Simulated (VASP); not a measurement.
# Y (Fd-3m) in VASP: further runs

Y is run at these levels: RPBE; tasks: single point, relaxation of cell and atoms.

Program: VASP 6.6.1. These are calculated values, not measurements. Logs are shortened: lines on timing, memory, paths and dates and some standing lists are left out, and cuts for length are marked.

### 1 The cell of the first run

The structure is cubic, space group Fd-3m (No. 227). Conventional cell: a = 7.461 Å, b = 7.461 Å, c = 7.461 Å, α = 90.00°, β = 90.00°, γ = 90.00°. Y (site symmetry -43m) has 4 Y at 3.23 Å within 4.2 Å.

This isn't the form of Y at room conditions, which is hcp.

### 2 Single point, RPBE

Contents of INCAR:

```
SYSTEM = Y
PREC = Accurate
ENCUT = 500
EDIFF = 1E-6
ISMEAR = -1
SIGMA = 0.1
LREAL = .False.
LASPH = .True.
NELM = 120
ALGO = Normal
ISIF = 2
LWAVE = .False.
LCHARG = .False.
GGA = RP
NBANDS = 18
GGA_COMPAT = .False.
```

Contents of KPOINTS:

```
regular mesh
0
Gamma
  8 8 8
  0 0 0
```

Contents of POSCAR:

```
Y
1.0
    0.0000000000      3.7302859181      3.7302859181
    3.7302859181      0.0000000000      3.7302859181
    3.7302859181      3.7302859181      0.0000000000
Y
2
Direct
    0.1250000000      0.1250000000      0.1250000000
    0.8750000000      0.8750000000      0.8750000000
```

Potentials or basis: VASP PAW PBE potentials, release 64 (Y_sv).

Launch:

```console
> cat potpaw_PBE.64/Y_sv/POTCAR > POTCAR
> mpirun -np 1 vasp_std > vasp.out
```

OUTCAR:

```text
SYSTEM = Y
   PREC = Accurate
   ENCUT = 500
   EDIFF = 1E-6
   ISMEAR = -1
   LREAL = .False.
   LASPH = .True.
   NELM = 120
   ISIF = 2
   GGA = RP

 ion  position               nearest neighbor table
   1  0.125  0.125  0.125-   2 3.23   2 3.23   2 3.23   2 3.23
   2  0.875  0.875  0.875-   1 3.23   1 3.23   1 3.23   1 3.23

  LATTYP: Found a face centered cubic cell.
 ALAT       =     7.4605718362

  Lattice vectors:

 A1 = (   0.0000000000,   3.7302859181,   3.7302859181)
 A2 = (   3.7302859181,   0.0000000000,   3.7302859181)
 A3 = (   3.7302859181,   3.7302859181,   0.0000000000)

Analysis of symmetry for initial positions (statically):
=====================================================================
 Subroutine PRICEL returns:
 Original cell was already a primitive cell.

 Routine SETGRP: Setting up the symmetry group for a
 face centered cubic supercell.

 Subroutine GETGRP returns: Found 48 space group operations
 (whereof 12 operations were pure point group operations)
 out of a pool of 48 trial point group operations.

The static configuration has the point symmetry D_3d.
 The point group associated with its full space group is O_h .

Analysis of symmetry for dynamics (positions and initial velocities):
=====================================================================
 Subroutine PRICEL returns:
 Original cell was already a primitive cell.

 Routine SETGRP: Setting up the symmetry group for a
 face centered cubic supercell.

 Subroutine GETGRP returns: Found 48 space group operations
 (whereof 12 operations were pure point group operations)
 out of a pool of 48 trial point group operations.

The dynamic configuration has the point symmetry D_3d.
 The point group associated with its full space group is O_h .

 Subroutine INISYM returns: Found 48 space group operations
 (whereof 12 operations are pure point group operations),
 and found     1 'primitive' translations

----------------------------------------------------------------------------------------

                                     Primitive cell

  volume of cell :     103.8141

  direct lattice vectors                    reciprocal lattice vectors
     0.000000000  3.730285918  3.730285918    -0.134037983  0.134037983  0.134037983
     3.730285918  0.000000000  3.730285918     0.134037983 -0.134037983  0.134037983
     3.730285918  3.730285918  0.000000000     0.134037983  0.134037983 -0.134037983

  length of vectors
     5.275420937  5.275420937  5.275420937     0.232160596  0.232160596  0.232160596

  position of ions in fractional coordinates (direct lattice)
     0.125000000  0.125000000  0.125000000
     0.875000000  0.875000000  0.875000000

  ion indices of the primitive-cell ions
   primitive index   ion index
                 1           1
                 2           2

----------------------------------------------------------------------------------------

 KPOINTS: regular mesh

Automatic generation of k-mesh.
 Grid dimensions read from file:
 generate k-points for:    8    8    8

 Generating k-lattice:

  Cartesian coordinates                     Fractional coordinates (reciprocal lattice)
    -0.016754748  0.016754748  0.016754748     0.125000000  0.000000000  0.000000000
     0.016754748 -0.016754748  0.016754748     0.000000000  0.125000000  0.000000000
     0.016754748  0.016754748 -0.016754748     0.000000000  0.000000000  0.125000000

  Length of vectors
     0.029020075  0.029020075  0.029020075

  Shift w.r.t. Gamma in fractional coordinates (k-lattice)
     0.000000000  0.000000000  0.000000000

 Subroutine IBZKPT returns following result:
 ===========================================

 Found     29 irreducible k-points:

 Following reciprocal coordinates:
            Coordinates               Weight
  0.000000  0.000000  0.000000      1.000000
  0.125000  0.000000  0.000000      8.000000
  0.250000  0.000000  0.000000      8.000000
  0.375000  0.000000  0.000000      8.000000
  0.500000  0.000000  0.000000      4.000000
  0.125000  0.125000  0.000000      6.000000
[... 16 lines left out ...]
  0.500000  0.250000  0.125000     48.000000
 -0.375000  0.250000  0.125000     24.000000
 [... further k-points ...]
   k-points           NKPTS =     29   k-points in BZ     NKDIM =     29   number of bands    NBANDS=     18
   number of dos      NEDOS =    301   number of ions     NIONS =      2
   total plane-waves  NPLWV =  64000
   dimension x,y,z NGX =    40 NGY =   40 NGZ =   40
   dimension x,y,z NGXF=    80 NGYF=   80 NGZF=   80
   ions per type =               2
   NGX,Y,Z   is equivalent  to a cutoff of  12.61, 12.61, 12.61 a.u.
   NGXF,Y,Z  is equivalent  to a cutoff of  25.21, 25.21, 25.21 a.u.
 SYSTEM =  Y
   PREC   = accura    normal or accurate (medium, high low for compatibility)
   ISTART =      0    job   : 0-new  1-cont  2-samecut
   ICHARG =      2    charge: 1-file 2-atom 10-const
   ISPIN  =      1    spin polarized calculation?
   LNONCOLLINEAR =      F non collinear calculations
   LSORBIT =      F    spin-orbit coupling
   LASPH  =      T    aspherical Exc in radial PAW
   ENCUT  =  500.0 eV  36.75 Ry    6.06 a.u.   9.62  9.62  9.62*2*pi/ulx,y,z
   NELM   =    120;   NELMIN=  2; NELMDL= -5     # of ELM steps
   EDIFF  = 0.1E-05   stopping-criterion for ELM
   LREAL  =      F    real-space projection
   EDIFFG = 0.1E-04   stopping-criterion for IOM
   NSW    =      0    number of steps for IOM
   IBRION =     -1    ionic relax: 0-MD 1-quasi-New 2-CG
   NFREE  =      0    steps in history (QN), initial steepest desc. (CG)
   ISIF   =      2    stress and relaxation
   ISYM   =      2    0-nonsym 1-usesym 2-fastsym
   POTIM  = 0.5000    time-step for ionic-motion
   TEBEG  =    0.0;   TEEND  =   0.0 temperature during run
   PSTRESS=    0.0 pullay stress
   NELECT =      22.0000    total number of electrons
   NUPDOWN=      -1.0000    fix difference up-down
   EMIN   =  10.00;   EMAX   =-10.00  energy-range for DOS
   EFERMI =   0.00;   METHOD = LEGACY
   ISMEAR =    -1;   SIGMA  =   0.10  broadening in eV -4-tet -1-fermi 0-gaus
   EFERMI_NEDOS =   21; number of points for ismear=-14 and -15
   IALGO  =     38    algorithm
   IMIX   =      4    mixing-type and parameters
     AMIX     =   0.40;   BMIX     =  1.00
     AMIX_MAG =   1.60;   BMIX_MAG =  1.00
  volume/ion in A,a.u.               =      51.91       350.29
  Fermi-wavevector in a.u.,A,eV,Ry     =   0.976031  1.844431 12.961406  0.952636
  Thomas-Fermi vector in A             =   2.106618
   LORBIT       =      0    0 simple, 1 ext, 2 COOP (PROOUT), +10 PAW based schemes
   GGA     = RP    functional components
   LHFCALC =     F    Hartree Fock is set to
   AEXX    =    0.0000 exact exchange contribution
   IVDW    =     0    specifies the selected vdW correction
   LEPSILON=     F    determine dielectric tensor
   LRPA    =     F    only Hartree local field effects (RPA)
 non-spin polarized calculation
  energy-cutoff  :      500.00
  volume of cell :      103.81
 maximum number of plane-waves:      2685
 NGX is ok and might be reduce to    40
   NGX = 19   NGY = 19   NGZ = 19

 number of electron      21.9999999 magnetization

 Free energy of the ion-electron system (eV)
  ---------------------------------------------------
  ext. energy  EPLUGINS =         0.00000000
  ---------------------------------------------------
  free energy    TOTEN  =        -8.36099199 eV

  energy without entropy =       -8.16520081  energy(sigma->0) =       -8.26309640

 E-fermi :   0.8311     XC(G=0):  -7.5232

 val. band max:        0.8159708654   @ k =  -0.2500   0.3750   0.1250
 cond. band min:       0.8429176077   @ k =   0.1250   0.0000   0.0000
 fundamental gap:      0.0269467423
 Fermi energy:         0.8310897828

 k-point     1 :       0.0000    0.0000    0.0000
  band No.  band energies     occupation
      1     -42.7279      2.00000
      2     -42.5839      2.00000
      3     -22.8314      2.00000
      4     -22.8314      2.00000
      5     -22.8314      2.00000
      6     -22.4593      2.00000
[... 10 lines left out ...]
     17       2.5403      0.00000
     18       5.0160      0.00000

 k-point     2 :       0.1250    0.0000    0.0000
  band No.  band energies     occupation
      1     -42.7238      2.00000
      2     -42.5880      2.00000
      3     -22.8377      2.00000
      4     -22.8377      2.00000
      5     -22.8300      2.00000
      6     -22.4618      2.00000
[... 10 lines left out ...]
     17       2.5301      0.00000
     18       4.9788      0.00000

 k-point     3 :       0.2500    0.0000    0.0000
  band No.  band energies     occupation
      1     -42.7129      2.00000
      2     -42.5991      2.00000
      3     -22.8521      2.00000
      4     -22.8521      2.00000
      5     -22.8268      2.00000
      6     -22.4675      2.00000
[... 10 lines left out ...]
     17       2.6237      0.00000
     18       4.8414      0.00000

 k-point     4 :       0.3750    0.0000    0.0000
  band No.  band energies     occupation
      1     -42.6992      2.00000
      2     -42.6129      2.00000
      3     -22.8655      2.00000
      4     -22.8655      2.00000
      5     -22.8238      2.00000
      6     -22.4729      2.00000
[... 10 lines left out ...]
     17       2.9549      0.00000
     18       4.5670      0.00000

 k-point     5 :       0.5000    0.0000    0.0000
  band No.  band energies     occupation
      1     -42.6921      2.00000
      2     -42.6201      2.00000
      3     -22.8708      2.00000
      4     -22.8708      2.00000
      5     -22.8226      2.00000
      6     -22.4751      2.00000
[... 10 lines left out ...]
     17       3.2030      0.00000
     18       4.3721      0.00000

 k-point     6 :       0.1250    0.1250    0.0000
  band No.  band energies     occupation
      1     -42.7224      2.00000
      2     -42.5894      2.00000
      3     -22.8450      2.00000
      4     -22.8450      2.00000
      5     -22.8179      2.00000
      6     -22.4744      2.00000
[... 10 lines left out ...]
     17       2.5488      0.00000
     18       4.7977      0.00000

 k-point     7 :       0.2500    0.1250    0.0000
  band No.  band energies     occupation
      1     -42.7136      2.00000
      2     -42.5984      2.00000
      3     -22.8600      2.00000
      4     -22.8597      2.00000
      5     -22.8056      2.00000
      6     -22.4884      2.00000
[... 10 lines left out ...]
     17       2.6381      0.00000
     18       4.5581      0.00000

 k-point     8 :       0.3750    0.1250    0.0000
  band No.  band energies     occupation
      1     -42.7001      2.00000
      2     -42.6120      2.00000
      3     -22.8776      2.00000
      4     -22.8727      2.00000
      5     -22.7952      2.00000
      6     -22.5004      2.00000
[... 10 lines left out ...]
     17       2.9650      0.00000
     18       4.2848      0.00000
[... 229 lines left out ...]
     17       3.0991      0.00000
     18       3.7222      0.00000

 k-point    20 :      -0.3750    0.3750    0.0000
  band No.  band energies     occupation
      1     -42.6667      2.00000
      2     -42.6456      2.00000
      3     -22.9182      2.00000
      4     -22.8990      2.00000
      5     -22.6942      2.00000
      6     -22.6039      2.00000
[... 10 lines left out ...]
     17       2.9741      0.00000
     18       4.1046      0.00000

 k-point    21 :       0.5000    0.5000    0.0000
  band No.  band energies     occupation
      1     -42.6562      2.00000
      2     -42.6562      2.00000
      3     -22.9106      2.00000
      4     -22.9106      2.00000
      5     -22.6506      2.00000
      6     -22.6506      2.00000
[... 10 lines left out ...]
     17       3.3862      0.00000
     18       3.3862      0.00000

 k-point    22 :       0.3750    0.2500    0.1250
  band No.  band energies     occupation
      1     -42.7031      2.00000
      2     -42.6090      2.00000
      3     -22.8839      2.00000
      4     -22.8687      2.00000
      5     -22.7837      2.00000
      6     -22.5118      2.00000
[... 10 lines left out ...]
     17       2.7881      0.00000
     18       4.1750      0.00000

 k-point    23 :       0.5000    0.2500    0.1250
  band No.  band energies     occupation
      1     -42.6894      2.00000
      2     -42.6229      2.00000
      3     -22.9013      2.00000
      4     -22.8805      2.00000
      5     -22.7613      2.00000
      6     -22.5349      2.00000
[... 10 lines left out ...]
     17       3.1463      0.00000
     18       3.8259      0.00000

 k-point    24 :      -0.3750    0.2500    0.1250
  band No.  band energies     occupation
      1     -42.6816      2.00000
      2     -42.6307      2.00000
      3     -22.9074      2.00000
      4     -22.8861      2.00000
      5     -22.7508      2.00000
      6     -22.5456      2.00000
[... 10 lines left out ...]
     17       3.0566      0.00000
     18       4.1149      0.00000

 [... further k-points ...]

------------------------ aborting loop because EDIFF is reached ----------------------------------------

  FORCE on cell =-STRESS in cart. coord.  units (eV):
  Direction    XX          YY          ZZ          XY          YZ          ZX
  --------------------------------------------------------------------------------------
  -------------------------------------------------------------------------------------
  Total        0.0224332      0.0224332      0.0224332      0.0000000     -0.0000000      0.0000000
  in kB        0.3462154      0.3462154      0.3462154      0.0000000     -0.0000000      0.0000000
  external PRESSURE =       0.3462154 kB  Pullay stress =       0.0000000 kB

 VOLUME and BASIS-vectors are now :
 -----------------------------------------------------------------------------
  energy-cutoff  :      500.00
  volume of cell :      103.81
      direct lattice vectors                 reciprocal lattice vectors
     0.000000000  3.730285918  3.730285918    -0.134037983  0.134037983  0.134037983
     3.730285918  0.000000000  3.730285918     0.134037983 -0.134037983  0.134037983
     3.730285918  3.730285918  0.000000000     0.134037983  0.134037983 -0.134037983

 POSITION                                       TOTAL-FORCE (eV/Angst)
 -----------------------------------------------------------------------------------
      0.93257      0.93257      0.93257         0.000000      0.000000      0.000000
      6.52800      6.52800      6.52800        -0.000000     -0.000000     -0.000000
 -----------------------------------------------------------------------------------
    total drift:                                0.000000      0.000000     -0.000000

  FREE ENERGIE OF THE ION-ELECTRON SYSTEM (eV)
  ---------------------------------------------------
  free  energy   TOTEN  =        -8.3609919893 eV

  energy  without entropy=       -8.1652008126  energy(sigma->0) =       -8.26309640
```

It took 99 s on 1 thread of AMD EPYC 7R13, shared host; peak memory 0.23 GiB.

Results:

```yaml
Free_energy: -8.3610 eV
Pressure: 0.0 GPa
Band_gap_on_the_k_mesh: zero (bands 11 and 12 overlap by 1.04 eV)
```

Caveat: the PAW data sets were made with another functional, which shifts forces and pressure a little.

(Part 1 of 2 ends here.)
